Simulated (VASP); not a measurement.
# ZnO in VASP: notebook

The runs below take ZnO through single point, with r2SCAN.

All numbers are computed with VASP 6.6.1; they aren't measurements. Logs are shortened: lines on timing, memory, paths and dates and some standing lists are left out, and cuts for length are marked.

### Step 1. The cell of the first run

The typed cell holds 2 atoms: a = 3.015 Å, b = 3.015 Å, c = 3.015 Å, α = 60.00°, β = 60.00°, γ = 60.00°.

### Step 2. Single point, r2SCAN

File POSCAR:

```
ZnO
1.0
    1.5078307840      0.8705465090      2.4620500255
   -1.5078307840      0.8705465090      2.4620500255
    0.0000000000     -1.7410930181      2.4620500255
Zn O
1 1
Direct
    0.0000000000      0.0000000000      0.0000000000
    0.5000000000      0.5000000000      0.5000000000
```

File INCAR.step1:

```
ALGO = Normal
EDIFF = 1E-5
ENCUT = 910
GGA = PE
GGA_COMPAT = False
ISMEAR = 0
LASPH = True
LCHARG = False
LREAL = False
LWAVE = True
NBANDS = 16
NELM = 120
PREC = Accurate
SIGMA = 0.1
```

File INCAR.step2:

```
ALGO = Normal
EDIFF = 1E-6
ENCUT = 910
GGA_COMPAT = False
ISIF = 2
ISMEAR = 0
ISTART = 1
LASPH = True
LCHARG = False
LMIXTAU = True
LREAL = False
LWAVE = False
METAGGA = R2SCAN
NBANDS = 16
NELM = 120
PREC = Accurate
SIGMA = 0.1
```

File KPOINTS:

```
k-points
0
Gamma
  12 12 12
```

Potentials or basis: VASP PAW PBE potentials, release 64 (Zn, O_h).

Run with:

```bash
cat potpaw_PBE.64/Zn/POTCAR potpaw_PBE.64/O_h/POTCAR > POTCAR
cp INCAR.step1 INCAR
mpirun -np 1 vasp_std > vasp.out
cp INCAR.step2 INCAR
mpirun -np 1 vasp_std > vasp.out
```

OUTCAR:

```text
EDIFF = 1E-6
   ENCUT = 910
   ISIF = 2
   ISMEAR = 0
   ISTART = 1
   LASPH = True
   LREAL = False
   METAGGA = R2SCAN
   NELM = 120
   PREC = Accurate

 ion  position               nearest neighbor table
   1  0.000  0.000  0.000-   2 2.13   2 2.13   2 2.13   2 2.13   2 2.13   2 2.13
   2  0.500  0.500  0.500-   1 2.13   1 2.13   1 2.13   1 2.13   1 2.13   1 2.13

  LATTYP: Found a trigonal (rhomboedric) cell.
 ALAT       =     3.0154759534
 COS(alpha) =     0.4999384441

  Lattice vectors:

 A1 = (   1.5078307840,   0.8705465090,   2.4620500255)
 A2 = (  -1.5078307840,   0.8705465090,   2.4620500255)
 A3 = (   0.0000000000,  -1.7410930181,   2.4620500255)

Analysis of symmetry for initial positions (statically):
=====================================================================
 Subroutine PRICEL returns:
 Original cell was already a primitive cell.

 Routine SETGRP: Setting up the symmetry group for a
 trigonal (rhombohedral) supercell.

 Subroutine GETGRP returns: Found 12 space group operations
 (whereof 12 operations were pure point group operations)
 out of a pool of 12 trial point group operations.

The static configuration has the point symmetry D_3d.

Analysis of symmetry for dynamics (positions and initial velocities):
=====================================================================
 Subroutine PRICEL returns:
 Original cell was already a primitive cell.

 Routine SETGRP: Setting up the symmetry group for a
 trigonal (rhombohedral) supercell.

 Subroutine GETGRP returns: Found 12 space group operations
 (whereof 12 operations were pure point group operations)
 out of a pool of 12 trial point group operations.

The dynamic configuration has the point symmetry D_3d.

 Subroutine INISYM returns: Found 12 space group operations
 (whereof 12 operations are pure point group operations),
 and found     1 'primitive' translations

----------------------------------------------------------------------------------------

                                     Primitive cell

  volume of cell :      19.3907

  direct lattice vectors                    reciprocal lattice vectors
     1.507830784  0.870546509  2.462050025     0.331602197  0.191450617  0.135388530
    -1.507830784  0.870546509  2.462050025    -0.331602197  0.191450617  0.135388530
     0.000000000 -1.741093018  2.462050025     0.000000000 -0.382901235  0.135388530

  length of vectors
     3.015475953  3.015475953  3.015475953     0.406132256  0.406132256  0.406132256

  position of ions in fractional coordinates (direct lattice)
     0.000000000  0.000000000  0.000000000
     0.500000000  0.500000000  0.500000000

  ion indices of the primitive-cell ions
   primitive index   ion index
                 1           1
                 2           2

----------------------------------------------------------------------------------------

 KPOINTS: k-points

Automatic generation of k-mesh.
 Grid dimensions read from file:
 generate k-points for:   12   12   12

 Generating k-lattice:

  Cartesian coordinates                     Fractional coordinates (reciprocal lattice)
     0.027633516  0.015954218  0.011282377     0.083333333  0.000000000  0.000000000
    -0.027633516  0.015954218  0.011282377     0.000000000  0.083333333  0.000000000
     0.000000000 -0.031908436  0.011282377     0.000000000  0.000000000  0.083333333

  Length of vectors
     0.033844355  0.033844355  0.033844355

  Shift w.r.t. Gamma in fractional coordinates (k-lattice)
     0.000000000  0.000000000  0.000000000

 Subroutine IBZKPT returns following result:
 ===========================================

 Found    189 irreducible k-points:

 Following reciprocal coordinates:
            Coordinates               Weight
  0.000000  0.000000  0.000000      1.000000
  0.083333  0.000000  0.000000      6.000000
  0.166667 -0.000000  0.000000      6.000000
  0.250000  0.000000  0.000000      6.000000
  0.333333 -0.000000  0.000000      6.000000
  0.416667 -0.000000  0.000000      6.000000
[... 16 lines left out ...]
  0.500000  0.166667  0.000000     12.000000
 -0.416667  0.166667 -0.000000     12.000000
 [... further k-points ...]
   k-points           NKPTS =    189   k-points in BZ     NKDIM =    189   number of bands    NBANDS=     16
   number of dos      NEDOS =    301   number of ions     NIONS =      2
   total plane-waves  NPLWV =  27000
   dimension x,y,z NGX =    30 NGY =   30 NGZ =   30
   dimension x,y,z NGXF=    60 NGYF=   60 NGZF=   60
   ions per type =               1   1
   NGX,Y,Z   is equivalent  to a cutoff of  16.54, 16.54, 16.54 a.u.
   NGXF,Y,Z  is equivalent  to a cutoff of  33.08, 33.08, 33.08 a.u.
 SYSTEM =  unknown system
   PREC   = accura    normal or accurate (medium, high low for compatibility)
   ISTART =      1    job   : 0-new  1-cont  2-samecut
   ICHARG =      0    charge: 1-file 2-atom 10-const
   ISPIN  =      1    spin polarized calculation?
   LNONCOLLINEAR =      F non collinear calculations
   LSORBIT =      F    spin-orbit coupling
   LASPH  =      T    aspherical Exc in radial PAW
   ENCUT  =  910.0 eV  66.88 Ry    8.18 a.u.   7.42  7.42  7.42*2*pi/ulx,y,z
   NELM   =    120;   NELMIN=  2; NELMDL=  0     # of ELM steps
   EDIFF  = 0.1E-05   stopping-criterion for ELM
   LREAL  =      F    real-space projection
   EDIFFG = 0.1E-04   stopping-criterion for IOM
   NSW    =      0    number of steps for IOM
   IBRION =     -1    ionic relax: 0-MD 1-quasi-New 2-CG
   NFREE  =      0    steps in history (QN), initial steepest desc. (CG)
   ISIF   =      2    stress and relaxation
   ISYM   =      2    0-nonsym 1-usesym 2-fastsym
   POTIM  = 0.5000    time-step for ionic-motion
   TEBEG  =    0.0;   TEEND  =   0.0 temperature during run
   PSTRESS=    0.0 pullay stress
   NELECT =      18.0000    total number of electrons
   NUPDOWN=      -1.0000    fix difference up-down
   EMIN   =  10.00;   EMAX   =-10.00  energy-range for DOS
   EFERMI =   0.00;   METHOD = LEGACY
   ISMEAR =     0;   SIGMA  =   0.10  broadening in eV -4-tet -1-fermi 0-gaus
   EFERMI_NEDOS =   21; number of points for ismear=-14 and -15
   IALGO  =     38    algorithm
   IMIX   =      4    mixing-type and parameters
     AMIX     =   0.40;   BMIX     =  1.00
     AMIX_MAG =   1.60;   BMIX_MAG =  1.00
  volume/ion in A,a.u.               =       9.70        65.43
  Fermi-wavevector in a.u.,A,eV,Ry     =   1.596987  3.017868 34.699864  2.550368
  Thomas-Fermi vector in A             =   2.694664
   LORBIT       =      0    0 simple, 1 ext, 2 COOP (PROOUT), +10 PAW based schemes
   METAGGA = R2SCAN    functional components
   LHFCALC =     F    Hartree Fock is set to
   AEXX    =    0.0000 exact exchange contribution
   IVDW    =     0    specifies the selected vdW correction
   LEPSILON=     F    determine dielectric tensor
   LRPA    =     F    only Hartree local field effects (RPA)
 non-spin polarized calculation
 Gauss-broadening in eV      SIGMA  =   0.10
  energy-cutoff  :      910.00
  volume of cell :       19.39
 maximum number of plane-waves:      1243
 NGX is ok and might be reduce to    30
   NGX = 15   NGY = 15   NGZ = 15

 number of electron      18.0000004 magnetization

 Free energy of the ion-electron system (eV)
  ---------------------------------------------------
  ext. energy  EPLUGINS =         0.00000000
  ---------------------------------------------------
  free energy    TOTEN  =       -17.96158529 eV

  energy without entropy =      -17.96158529  energy(sigma->0) =      -17.96158529

 E-fermi :   3.3784     XC(G=0): -13.1440

 val. band max:        2.8699855632   @ k =   0.5000   0.0000   0.0000
 cond. band min:       4.4288074552   @ k =   0.0000   0.0000   0.0000
 fundamental gap:      1.5588218920
 Fermi energy:         3.3783792145

 k-point     1 :       0.0000    0.0000    0.0000
  band No.  band energies     occupation
      1     -16.7592      2.00000
      2      -2.0450      2.00000
      3      -2.0450      2.00000
      4      -2.0449      2.00000
      5      -1.8546      2.00000
      6      -1.8546      2.00000
[... 8 lines left out ...]
     15      23.6491      0.00000
     16      23.6503      0.00000

 k-point     2 :       0.0833    0.0000    0.0000
  band No.  band energies     occupation
      1     -16.6834      2.00000
      2      -2.1011      2.00000
      3      -2.0541      2.00000
      4      -2.0540      2.00000
      5      -1.9309      2.00000
      6      -1.9309      2.00000
[... 8 lines left out ...]
     15      23.5311      0.00000
     16      23.5327      0.00000

 k-point     3 :       0.1667   -0.0000    0.0000
  band No.  band energies     occupation
      1     -16.4687      2.00000
      2      -2.3515      2.00000
      3      -2.2689      2.00000
      4      -2.2687      2.00000
      5      -1.9158      2.00000
      6      -1.9158      2.00000
[... 8 lines left out ...]
     15      23.9301      0.00000
     16      23.9323      0.00000

 k-point     4 :       0.2500    0.0000    0.0000
  band No.  band energies     occupation
      1     -16.1550      2.00000
      2      -2.9603      2.00000
      3      -2.5781      2.00000
      4      -2.5778      2.00000
      5      -1.8245      2.00000
      6      -1.8245      2.00000
[... 8 lines left out ...]
     15      24.9267      0.00000
     16      24.9292      0.00000

 k-point     5 :       0.3333   -0.0000    0.0000
  band No.  band energies     occupation
      1     -15.8126      2.00000
      2      -3.7576      2.00000
      3      -2.8505      2.00000
      4      -2.8502      2.00000
      5      -1.7274      2.00000
      6      -1.7273      2.00000
[... 8 lines left out ...]
     15      26.3218      0.00000
     16      26.3245      0.00000

 k-point     6 :       0.4167   -0.0000    0.0000
  band No.  band energies     occupation
      1     -15.5394      2.00000
      2      -4.3815      2.00000
      3      -3.0318      2.00000
      4      -3.0314      2.00000
      5      -1.6547      2.00000
      6      -1.6546      2.00000
[... 8 lines left out ...]
     15      27.8868      0.00000
     16      27.8895      0.00000

 k-point     7 :       0.5000    0.0000    0.0000
  band No.  band energies     occupation
      1     -15.4336      2.00000
      2      -4.6136      2.00000
      3      -3.0950      2.00000
      4      -3.0946      2.00000
      5      -1.6278      2.00000
      6      -1.6277      2.00000
[... 8 lines left out ...]
     15      28.8181      0.00000
     16      28.8208      0.00000

 k-point     8 :       0.0833    0.0833    0.0000
  band No.  band energies     occupation
      1     -16.6590      2.00000
      2      -2.1236      2.00000
      3      -2.0728      2.00000
      4      -2.0498      2.00000
      5      -2.0497      2.00000
      6      -1.8413      2.00000
[... 8 lines left out ...]
     15      24.7407      0.00000
     16      25.1940      0.00000

 k-point     9 :       0.1667    0.0833    0.0000
  band No.  band energies     occupation
      1     -16.4931      2.00000
      2      -2.4552      2.00000
      3      -2.1834      2.00000
      4      -2.1167      2.00000
      5      -2.0015      2.00000
      6      -1.8462      2.00000
[... 8 lines left out ...]
     15      24.8166      0.00000
     16      25.8430      0.00000
[... 172 lines left out ...]
 k-point    19 :       0.1667    0.1667    0.0000
  band No.  band energies     occupation
      1     -16.3852      2.00000
      2      -2.7508      2.00000
      3      -2.1489      2.00000
      4      -2.0428      2.00000
      5      -2.0427      2.00000
      6      -1.8048      2.00000
[... 8 lines left out ...]
     15      27.9121      0.00000
     16      27.9134      0.00000

 k-point    20 :       0.2500    0.1667   -0.0000
  band No.  band energies     occupation
      1     -16.1656      2.00000
      2      -3.0935      2.00000
      3      -2.2810      2.00000
      4      -2.1345      2.00000
      5      -1.9898      2.00000
      6      -1.7579      2.00000
[... 8 lines left out ...]
     15      27.8839      0.00000
     16      28.4194      0.00000

 k-point    21 :       0.3333    0.1667    0.0000
  band No.  band energies     occupation
      1     -15.8804      2.00000
      2      -3.4447      2.00000
      3      -2.5646      2.00000
      4      -2.3829      2.00000
      5      -1.9052      2.00000
      6      -1.6760      2.00000
[... 8 lines left out ...]
     15      27.8513      0.00000
     16      28.8695      0.00000

 k-point    22 :       0.4167    0.1667    0.0000
  band No.  band energies     occupation
      1     -15.6005      2.00000
      2      -3.8050      2.00000
      3      -2.8744      2.00000
      4      -2.6553      2.00000
      5      -1.8053      2.00000
      6      -1.6159      2.00000
[... 8 lines left out ...]
     15      27.9240      0.00000
     16      29.5538      0.00000

 k-point    23 :       0.5000    0.1667    0.0000
  band No.  band energies     occupation
      1     -15.4105      2.00000
      2      -4.1011      2.00000
      3      -3.0221      2.00000
      4      -2.8696      2.00000
      5      -1.7093      2.00000
      6      -1.6034      2.00000
[... 8 lines left out ...]
     15      27.6917      0.00000
     16      29.3636      0.00000

 k-point    24 :      -0.4167    0.1667   -0.0000
  band No.  band energies     occupation
      1     -15.3781      2.00000
      2      -4.1834      2.00000
      3      -2.9865      2.00000
      4      -2.9840      2.00000
      5      -1.6420      2.00000
      6      -1.6420      2.00000
[... 8 lines left out ...]
     15      27.1035      0.00000
     16      27.7450      0.00000

 [... further k-points ...]

------------------------ aborting loop because EDIFF is reached ----------------------------------------

  FORCE on cell =-STRESS in cart. coord.  units (eV):
  Direction    XX          YY          ZZ          XY          YZ          ZX
  --------------------------------------------------------------------------------------
  -------------------------------------------------------------------------------------
  Total        0.1754080      0.1754080      0.1774514      0.0000000     -0.0000000      0.0000000
  in kB       14.4933031     14.4933031     14.6621382      0.0000000     -0.0000000      0.0000000
  external PRESSURE =      14.5495815 kB  Pullay stress =       0.0000000 kB

 VOLUME and BASIS-vectors are now :
 -----------------------------------------------------------------------------
  energy-cutoff  :      910.00
  volume of cell :       19.39
      direct lattice vectors                 reciprocal lattice vectors
     1.507830784  0.870546509  2.462050025     0.331602197  0.191450617  0.135388530
    -1.507830784  0.870546509  2.462050025    -0.331602197  0.191450617  0.135388530
     0.000000000 -1.741093018  2.462050025     0.000000000 -0.382901235  0.135388530

 POSITION                                       TOTAL-FORCE (eV/Angst)
 -----------------------------------------------------------------------------------
      0.00000      0.00000      0.00000        -0.000000      0.000000      0.000000
      0.00000     -0.00000      3.69308         0.000000     -0.000000     -0.000000
 -----------------------------------------------------------------------------------
    total drift:                                0.000000      0.000000      0.000000

  FREE ENERGIE OF THE ION-ELECTRON SYSTEM (eV)
  ---------------------------------------------------
  free  energy   TOTEN  =       -17.9615852920 eV

  energy  without entropy=      -17.9615852920  energy(sigma->0) =      -17.96158529
```

Wall time 4.6 min (1 thread of Intel Xeon 6975P-C (Granite Rapids), shared host); peak memory 0.28 GiB.

Results:

| Quantity | Value |
| --- | --- |
| Free energy | -17.9616 eV |
| Pressure | 1.5 GPa |
| Band gap on the k mesh | 1.56 eV (least direct gap 3.00 eV) |

Caveat: the cutoff is under 1.25 times the usual one of these potentials, so pressure, stress and relaxed cells hold a basis-set (Pulay) error; the PAW data sets were made with another functional, which shifts forces and pressure a little. A k mesh can miss the band edges.

### Step 3. Single point, r2SCAN

This run uses another cell than the first one, of 9.71 Å³/atom.

File POSCAR:

```
ZnO
1.0
    1.5087948621      0.8711031198      2.4638444620
   -1.5087948621      0.8711031198      2.4638444620
    0.0000000000     -1.7422062396      2.4638444620
Zn O
1 1
Direct
    0.0000000000      0.0000000000      0.0000000000
    0.5000000000      0.5000000000      0.5000000000
```

File INCAR.step1:

```
ALGO = Normal ; EDIFF = 1E-5
ENCUT = 910 ; GGA = PE
GGA_COMPAT = False ; ISMEAR = 0
LASPH = True ; LCHARG = False
LREAL = False ; LWAVE = True
NBANDS = 16 ; NELM = 120
PREC = Accurate ; SIGMA = 0.02
```

File INCAR.step2:

```
ALGO = Normal ; EDIFF = 1E-6
ENCUT = 910 ; GGA_COMPAT = False
ISIF = 2 ; ISMEAR = 0
ISTART = 1 ; LASPH = True
LCHARG = True ; LELF = True
LMIXTAU = True ; LREAL = False
LVHAR = True ; LWAVE = False
METAGGA = R2SCAN ; NBANDS = 16
NELM = 120 ; PREC = Accurate
SIGMA = 0.02
```

KPOINTS is that of step 2.

Potentials or basis: VASP PAW PBE potentials, release 64 (Zn, O_h).

Run with:

```bash
cat potpaw_PBE.64/Zn/POTCAR potpaw_PBE.64/O_h/POTCAR > POTCAR
cp INCAR.step1 INCAR
mpirun -np 1 vasp_std > vasp.out
cp INCAR.step2 INCAR
mpirun -np 1 vasp_std > vasp.out
```

Wall time 2.8 min (1 thread of Intel Xeon Platinum 8488C (Sapphire Rapids), shared host); peak memory 0.2 GiB.

Results (log left out):

```yaml
Free_energy: -17.9619 eV
Pressure: 1.1 GPa
Band_gap_on_the_k_mesh: 1.55 eV (least direct gap 2.99 eV)
```

Levels at points of the mesh, in eV from the valence-band top:
```
           k point  band 5  band 6  band 7  band 8  band 9  band 10  band 11  band 12  band 13  band 14
(0.00, 0.00, 0.00)   -4.72   -4.72   -1.44   -1.44   -1.44     1.55    18.84    18.84    18.84    19.31
(0.50, 0.00, 0.00)   -4.50   -4.50   -3.64    0.00    0.00     6.20    10.06    13.80    13.80    20.38
(0.50, 0.50, 0.00)   -4.38   -4.38   -4.09   -2.90   -2.90     5.04    11.70    11.97    16.66    16.66
```

Caveat: the cutoff is under 1.25 times the usual one of these potentials, so pressure, stress and relaxed cells hold a basis-set (Pulay) error; the PAW data sets were made with another functional, which shifts forces and pressure a little. A k mesh can miss the band edges.
